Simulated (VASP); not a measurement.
# Mg8HO8 (a cell with a defect) in VASP: a series of runs, part 2 of 2

VASP 6.6.1. The steps go on from the part before.

### 4 Single point, PBE, collinear spin

File INCAR:

```
SYSTEM = Mg8HO8
ALGO = Normal ; EDIFF = 1E-6
ENCUT = 520 ; GGA = PE
ISIF = 2 ; ISMEAR = -1
ISPIN = 2 ; LASPH = .TRUE.
LCHARG = .FALSE. ; LORBIT = 11
LREAL = Auto ; LWAVE = .FALSE.
MAGMOM = 0 0 0 0 0 0 0 0 0 0 0 0 0 0 0 0 1 ; NBANDS = 50
NELM = 150 ; PREC = Accurate
SIGMA = 0.05
```

File KPOINTS:

```
k-points
0
G
  2 2 2
  0 0 0
```

File POSCAR:

```
Mg8HO8
1.0
    0.0000000000      3.9520000000      3.9520000000
    3.9520000000      0.0000000000      3.9520000000
    3.9520000000      3.9520000000      0.0000000000
Mg O H
8 8 1
Direct
    0.0209640688      0.0349822874     -0.0121837045
   -0.0034792510      0.0228618421      0.4914094130
   -0.0173709514      0.5212930162      0.0099063765
    0.0106275304      0.5160172065      0.5242408907
    0.5152960526      0.0656503036     -0.0186108300
    0.5348937247      0.0281629555      0.5132085020
    0.4887019231      0.5632464575     -0.0045420040
    0.5423456478      0.4973051619      0.4833122470
    0.2676745951      0.2393598178      0.2768345142
    0.2734944332      0.2902960526      0.7588436235
    0.3131831984      0.7945850202      0.2383097166
    0.2518345142      0.7221786437      0.7564650810
    0.7694711538      0.2818446356      0.2452555668
    0.7874240891      0.2567560729      0.7449645749
    0.7745192308      0.7979251012      0.2314777328
    0.7786184211      0.7578441296      0.7457489879
    0.1458628543      0.6612980769      0.1249873482
```

Potentials or basis: VASP PAW PBE potentials, release 64 (Mg, O, H).

Run with:

```console
$ cat potpaw_PBE.64/Mg/POTCAR potpaw_PBE.64/O/POTCAR potpaw_PBE.64/H/POTCAR > POTCAR
$ mpirun -np 1 vasp_std > vasp.out
```

OUTCAR:

```text
SYSTEM = Mg8HO8
   EDIFF = 1E-6
   ENCUT = 520
   GGA = PE
   ISIF = 2
   ISMEAR = -1
   ISPIN = 2
   LASPH = .TRUE.
   LORBIT = 11
   LREAL = Auto
   NELM = 150
   PREC = Accurate

 ion  position               nearest neighbor table
   1  0.021  0.035  0.988-  17 1.71  14 1.89  15 1.91  13 1.99  10 2.01  11 2.15  12 2.17   7 2.63
                             4 2.64   3 2.68   2 2.72   5 2.76   6 2.77   6 2.83   5 2.83   2 2.88
   2  0.997  0.023  0.491-  13 1.88  16 1.91  14 1.94   9 1.94  11 1.95  12 2.07   6 2.51   8 2.60
                             4 2.71   1 2.72   5 2.73   3 2.74   3 2.85   1 2.88   5 2.89   4 2.89
   3  0.983  0.521  0.010-  13 1.79  16 1.86  12 1.87  17 1.91  10 1.93  15 1.99   9 2.18   8 2.56
                             4 2.65   1 2.68   7 2.69   2 2.74   5 2.78   5 2.84   2 2.85   7 2.91
   4  0.011  0.516  0.524-  17 1.82  16 1.83  14 1.91  10 1.97   9 2.07  15 2.10  11 2.30   1 2.64
                             3 2.65   2 2.71   6 2.76   7 2.79   8 2.79   8 2.82   7 2.82   6 2.83
   5  0.515  0.066  0.981-  10 1.84  14 1.84  11 1.88   9 1.89  15 2.01  16 2.16   8 2.61   6 2.67
                             2 2.73   7 2.75   1 2.76   3 2.78   1 2.83   3 2.84   7 2.85   2 2.89
   6  0.535  0.028  0.513-  16 1.89  13 1.93   9 2.00  10 2.01  15 2.03  12 2.35   2 2.51   8 2.56
                             7 2.66   5 2.67   4 2.76   1 2.77   1 2.83   4 2.83   5 2.93   7 2.95
   7  0.489  0.563  0.995-  17 1.57  11 1.91  12 1.93  16 1.93  13 2.10   9 2.17  14 2.21   1 2.63
                             6 2.66   3 2.69   8 2.71   5 2.75   4 2.79   4 2.82   5 2.85   3 2.91
   8  0.542  0.497  0.483-  13 1.79  10 1.90  11 1.90  12 1.99  14 2.00  15 2.12   3 2.56   6 2.56
                             2 2.60   5 2.61   7 2.71   4 2.79   4 2.82   7 2.92   2 3.00   5 3.00
   9  0.268  0.239  0.277-   5 1.89   2 1.94   6 2.00   4 2.07   7 2.17   3 2.18
  10  0.273  0.290  0.759-   5 1.84   8 1.90   3 1.93   4 1.97   6 2.01   1 2.01
  11  0.313  0.795  0.238-   5 1.88   8 1.90   7 1.91   2 1.95   1 2.15   4 2.30
  12  0.252  0.722  0.756-   3 1.87   7 1.93   8 1.99   2 2.07   1 2.17   6 2.35
  13  0.769  0.282  0.245-   3 1.79   8 1.79   2 1.88   6 1.93   1 1.99   7 2.10
  14  0.787  0.257  0.745-   5 1.84   1 1.89   4 1.91   2 1.94   8 2.00   7 2.21
  15  0.775  0.798  0.231-   1 1.91   3 1.99   5 2.01   6 2.03   4 2.10   8 2.12
  16  0.779  0.758  0.746-   4 1.83   3 1.86   6 1.89   2 1.91   7 1.93   5 2.16
  17  0.146  0.661  0.125-   7 1.57   1 1.71   4 1.82   3 1.91

  LATTYP: Found a face centered cubic cell.
 ALAT       =     7.9040000000

  Lattice vectors:

 A1 = (   0.0000000000,   3.9520000000,   3.9520000000)
 A2 = (   3.9520000000,   0.0000000000,   3.9520000000)
 A3 = (   3.9520000000,   3.9520000000,   0.0000000000)

Analysis of symmetry for initial positions (statically):
=====================================================================
 Subroutine PRICEL returns:
 Original cell was already a primitive cell.

 Routine SETGRP: Setting up the symmetry group for a
 face centered cubic supercell.

 Subroutine GETGRP returns: Found  1 space group operations
 (whereof  1 operations were pure point group operations)
 out of a pool of 48 trial point group operations.

The static configuration has the point symmetry C_1 .

Analysis of symmetry for dynamics (positions and initial velocities):
=====================================================================
 Subroutine PRICEL returns:
 Original cell was already a primitive cell.

 Routine SETGRP: Setting up the symmetry group for a
 face centered cubic supercell.

 Subroutine GETGRP returns: Found  1 space group operations
 (whereof  1 operations were pure point group operations)
 out of a pool of 48 trial point group operations.

The dynamic configuration has the point symmetry C_1 .

Analysis of structural, dynamic, and magnetic symmetry:
=====================================================================
 Subroutine PRICEL returns:
[... 146 lines left out ...]
   LORBIT       =     11    0 simple, 1 ext, 2 COOP (PROOUT), +10 PAW based schemes
   GGA     = PE    functional components
   LHFCALC =     F    Hartree Fock is set to
   AEXX    =    0.0000 exact exchange contribution
   IVDW    =     0    specifies the selected vdW correction
   LEPSILON=     F    determine dielectric tensor
   LRPA    =     F    only Hartree local field effects (RPA)
 spin polarized calculation
  energy-cutoff  :      520.00
  volume of cell :      123.45
 maximum number of plane-waves:      3316
 NGX is ok and might be reduce to    42
   NGX = 21   NGY = 21   NGZ = 21

 number of electron      64.9999996 magnetization       0.7502909

 Free energy of the ion-electron system (eV)
  ---------------------------------------------------
  ext. energy  EPLUGINS =         0.00000000
  ---------------------------------------------------
  free energy    TOTEN  =       -85.45923189 eV

  energy without entropy =      -85.44679234  energy(sigma->0) =      -85.45301212

 E-fermi :   9.1672     XC(G=0): -12.1050

 val. band max:        9.0958257503   @ k =   0.0000   0.5000   0.5000
 cond. band min:       9.1738959458   @ k =   0.5000   0.0000   0.5000
 fundamental gap:      0.0780701954
 Fermi energy:         9.1671869315

 spin component 1

 k-point     1 :       0.0000    0.0000    0.0000
  band No.  band energies     occupation
      1     -13.8495      1.00000
      2     -12.5555      1.00000
      3     -12.2433      1.00000
      4     -11.9460      1.00000
      5     -11.6209      1.00000
      6     -11.0201      1.00000
[... 365 lines left out ...]
     43      17.3496      0.00000
     44      17.4656      0.00000
 Fermi energy:         9.1671869315

 spin component 2

 k-point     1 :       0.0000    0.0000    0.0000
  band No.  band energies     occupation
      1     -13.8208      1.00000
      2     -12.5533      1.00000
      3     -12.2386      1.00000
      4     -11.9387      1.00000
      5     -11.4930      1.00000
      6     -10.8701      1.00000
[... 365 lines left out ...]
     43      17.3861      0.00000
     44      17.4791      0.00000
 [bands above 44 left out]

------------------------ aborting loop because EDIFF is reached ----------------------------------------

  FORCE on cell =-STRESS in cart. coord.  units (eV):
  Direction    XX          YY          ZZ          XY          YZ          ZX
  --------------------------------------------------------------------------------------
  -------------------------------------------------------------------------------------
  Total       53.2686092     51.0122831     57.0121150     -0.7991848      0.4328631     -0.8630395
  in kB      691.3550454    662.0709617    739.9407259    -10.3723460      5.6179826    -11.2010941
  external PRESSURE =     697.7889110 kB  Pullay stress =       0.0000000 kB

 VOLUME and BASIS-vectors are now :
 -----------------------------------------------------------------------------
  energy-cutoff  :      520.00
  volume of cell :      123.45
      direct lattice vectors                 reciprocal lattice vectors
     0.000000000  3.952000000  3.952000000    -0.126518219  0.126518219  0.126518219
     3.952000000  0.000000000  3.952000000     0.126518219 -0.126518219  0.126518219
     3.952000000  3.952000000  0.000000000     0.126518219  0.126518219 -0.126518219

 POSITION                                       TOTAL-FORCE (eV/Angst)
 -----------------------------------------------------------------------------------
      4.04210      3.98670      0.22110        -0.563657      0.664069     -0.055547
      2.03240      5.88030      4.02860        -0.889492      3.793913      1.927266
      2.09930      3.92250      5.94350         0.785700      2.147217      2.989638
      4.11110      2.11380      2.08130        -2.824947     -0.929502      1.256027
      4.13790      5.91490      2.29590         0.237583      2.693894     -1.471073
      2.13950      4.14210      2.22520        -1.704433     -3.171715     -2.333879
[... 9 lines left out ...]
      5.94220      6.02430      6.07210         1.771390     -1.735365     -0.222789
      3.10740      1.07040      3.18990         0.679423     -0.002810     -1.303407
 -----------------------------------------------------------------------------------
    total drift:                                0.002610     -0.002259      0.000391

  FREE ENERGIE OF THE ION-ELECTRON SYSTEM (eV)
  ---------------------------------------------------
  free  energy   TOTEN  =       -85.4592318923 eV

  energy  without entropy=      -85.4467923392  energy(sigma->0) =      -85.45301212

 total charge

# of ion       s       p       d       tot
------------------------------------------
    1        0.184   0.255   0.131   0.570
    2        0.192   0.275   0.144   0.611
    3        0.201   0.296   0.162   0.659
    4        0.185   0.255   0.130   0.570
    5        0.201   0.291   0.156   0.649
    6        0.183   0.246   0.120   0.550
[... 9 lines left out ...]
   16        1.558   3.734   0.000   5.291
   17        0.605   0.028   0.000   0.633
--------------------------------------------------
tot         14.621  31.611   1.128  47.360

 magnetization (x)

# of ion       s       p       d       tot
------------------------------------------
    1       -0.000   0.002   0.004   0.006
    2        0.000   0.000   0.001   0.001
    3       -0.001  -0.001   0.000  -0.001
    4       -0.000   0.002   0.003   0.005
    5        0.000   0.001   0.001   0.003
    6       -0.000   0.000   0.000   0.000
[... 9 lines left out ...]
   16       -0.000  -0.001   0.000  -0.001
   17        0.224   0.003   0.000   0.226
--------------------------------------------------
tot          0.247   0.321   0.021   0.590
```

Run time: 8.6 min. Hardware: 1 thread of Intel Xeon 8259CL, shared host; peak memory 0.34 GiB.

What came out:

```
Free energy                                           : -85.4592 eV
Pressure                                              : 69.8 GPa
Largest force                                         : 5.017 eV/Å
Net moment                                            : 0.75 μB per cell
Site moments                                          : Mg +0.01, +0.00, -0.00, +0.02 (each value once); O +0.07, -0.00, +0.09 (each value once); H +0.23 μB
Valence electrons inside the program's atomic spheres : Mg 0.57, 0.61, 0.66, 0.65, 0.55, 0.59, 0.63 (each value once); O 5.18, 5.27, 5.21, 5.31, 5.26, 5.19, 5.29 (each value once); H 0.63
```

Forces in eV/Å, atoms in the order of the input:
```
Mg  -0.564  0.664 -0.056
Mg  -0.889  3.794  1.927
Mg   0.786  2.147  2.990
Mg  -2.825 -0.930  1.256
Mg   0.238  2.694 -1.471
Mg  -1.704 -3.172 -2.334
Mg  -2.451  1.624 -0.851
Mg   4.653 -0.485  1.814
O    1.735  0.133  1.360
O   -2.722 -1.447 -2.179
O   -0.073 -1.366 -1.937
O    1.051 -0.313  4.377
O   -1.868 -0.840 -1.982
O    1.078 -1.252  0.890
O    1.105  0.485 -2.277
O    1.771 -1.735 -0.223
H    0.679 -0.003 -1.303
```

Stress tensor (GPa, compression positive):
```
69.14 -1.04 -1.12
-1.04 66.21  0.56
-1.12  0.56 73.99
```

Levels at points of the mesh, in eV from the Fermi level:
Spin up:
```tsv
k point	band 29	band 30	band 31	band 32	band 33	band 34	band 35	band 36	band 37	band 38
(0.00, 0.00, 0.00)	-4.64	-4.19	-4.00	-3.74	-1.48	2.40	3.75	4.04	4.50	4.65
(0.50, 0.00, 0.00)	-4.88	-4.69	-4.21	-3.89	-0.37	3.97	4.25	5.41	5.52	5.98
(0.00, 0.50, 0.00)	-4.65	-4.54	-4.35	-4.21	-0.45	4.08	4.49	5.30	5.56	6.02
(0.00, 0.00, 0.50)	-4.65	-4.31	-4.21	-4.16	-0.63	3.62	4.79	5.00	5.80	5.95
(0.50, 0.50, 0.50)	-4.97	-4.76	-4.16	-3.93	-0.10	4.03	4.76	5.40	5.46	5.99
(0.50, 0.50, 0.00)	-4.81	-4.57	-4.39	-4.35	-0.09	4.64	5.45	6.00	6.22	6.57
(0.00, 0.50, 0.50)	-4.95	-4.89	-4.60	-4.10	-0.07	4.72	5.37	5.60	5.97	6.43
(0.50, 0.00, 0.50)	-4.75	-4.50	-4.41	-4.33	0.01	4.44	5.42	5.59	6.08	6.46
```
Spin down:
| k point | band 28 | band 29 | band 30 | band 31 | band 32 | band 33 | band 34 | band 35 | band 36 | band 37 |
| --- | --- | --- | --- | --- | --- | --- | --- | --- | --- | --- |
| (0.00, 0.00, 0.00) | -4.75 | -4.53 | -4.02 | -3.84 | -3.61 | -0.34 | 2.48 | 3.77 | 4.06 | 4.52 |
| (0.50, 0.00, 0.00) | -5.01 | -4.83 | -4.58 | -4.03 | -3.76 | 0.76 | 4.00 | 4.30 | 5.45 | 5.55 |
| (0.00, 0.50, 0.00) | -4.86 | -4.61 | -4.49 | -4.16 | -4.01 | 0.67 | 4.10 | 4.55 | 5.34 | 5.58 |
| (0.00, 0.00, 0.50) | -4.89 | -4.59 | -4.19 | -4.07 | -3.98 | 0.50 | 3.65 | 4.85 | 5.01 | 5.84 |
| (0.50, 0.50, 0.50) | -4.96 | -4.91 | -4.67 | -4.00 | -3.79 | 1.02 | 4.06 | 4.81 | 5.43 | 5.50 |
| (0.50, 0.50, 0.00) | -5.19 | -4.76 | -4.50 | -4.20 | -4.16 | 1.05 | 4.67 | 5.47 | 6.05 | 6.24 |
| (0.00, 0.50, 0.50) | -5.03 | -4.90 | -4.83 | -4.38 | -3.96 | 1.06 | 4.75 | 5.42 | 5.62 | 6.01 |
| (0.50, 0.00, 0.50) | -5.13 | -4.71 | -4.39 | -4.28 | -4.13 | 1.14 | 4.48 | 5.44 | 5.62 | 6.12 |

Caveat: the k points lie up to 0.69 Å⁻¹ apart; a moment this small can come from the mesh or the smearing; the atoms stand as in a frame of molecular dynamics.

### 5 Overview

| cell | gap on the mesh (eV) | pressure (GPa) | moment (μB) | largest force (eV/Å) |
| --- | --- | --- | --- | --- |
| as given, atomic positions A | none | 72.2 | 0.29 | 6.07 |
| as given, atomic positions B | none | 69.5 | 0.75 | 5.68 |
| as given, atomic positions C | none | 69.8 | 0.75 | 5.02 |

Alike in all rows: task single point; level PBE; potentials or basis VASP PAW PBE potentials, release 64 (Mg, O, H); spin collinear; k mesh 2 × 2 × 2; cutoff (eV) 520; smearing fermi-dirac 0.05 eV.

Caveats: all runs use coarse meshes; the atoms stand as in a frame of molecular dynamics; a moment this small can come from the mesh or the smearing (at least some runs).

Total energies depend on the potentials used, so only differences within one code and one set of settings carry meaning.

The gap in the log of VASP goes by the Fermi energy; the results here count the filled bands.